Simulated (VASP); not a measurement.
A run of VASP 6.6.1:

INCAR

```
SYSTEM = BaTe
PREC = Accurate
ENCUT = 600
EDIFF = 1E-7
ISMEAR = 0
SIGMA = 0.1
LREAL = .FALSE.
LASPH = .TRUE.
NELM = 80
ALGO = Normal
ISIF = 3
LWAVE = .FALSE.
LCHARG = .FALSE.
GGA = PE
IBRION = 2
NSW = 80
EDIFFG = -0.025
```

File KPOINTS:

```
Automatic mesh
0
G
  3 3 1
  0 0 0
```

File POSCAR:

```
BaTe
1.0
    4.9869320915     -0.0151032864      0.0633763188
   -2.5065458754      4.3596397225     -0.0344637963
    0.2154837205     -0.0108973145     16.6544083497
Ba Te
4 4
Direct
    0.6908252556      0.3044264437      0.8758252450
    0.3395970961      0.6450978770      0.1150534846
    0.3061125658      0.6469032577      0.3688687943
    0.7150519977      0.4415796284      0.6269065398
    0.0230601540      0.0381617463      0.0133061652
   -0.0353452222     -0.0021400046      0.5160266206
    0.6452675170      0.3206631515      0.2527733512
    0.3154306358      0.6053079000      0.7312397994
```

Potentials or basis: VASP PAW PBE potentials, release 64 (Ba_sv, Te).

Run with:

```bash
$ cat potpaw_PBE.64/Ba_sv/POTCAR potpaw_PBE.64/Te/POTCAR > POTCAR
$ mpirun -np 1 vasp_std > vasp.out
```

Hardware: 1 thread of Intel(R) Xeon(R) 6975P-C (Granite Rapids) (shared host).

Question: Estimate the wall time of this run.

Answer: It took 20 min on 1 thread of Intel(R) Xeon(R) 6975P-C (Granite Rapids), on a shared host, peak memory 0.57 GiB. Counts: scf iterations 251, k points 5, ion steps 24.
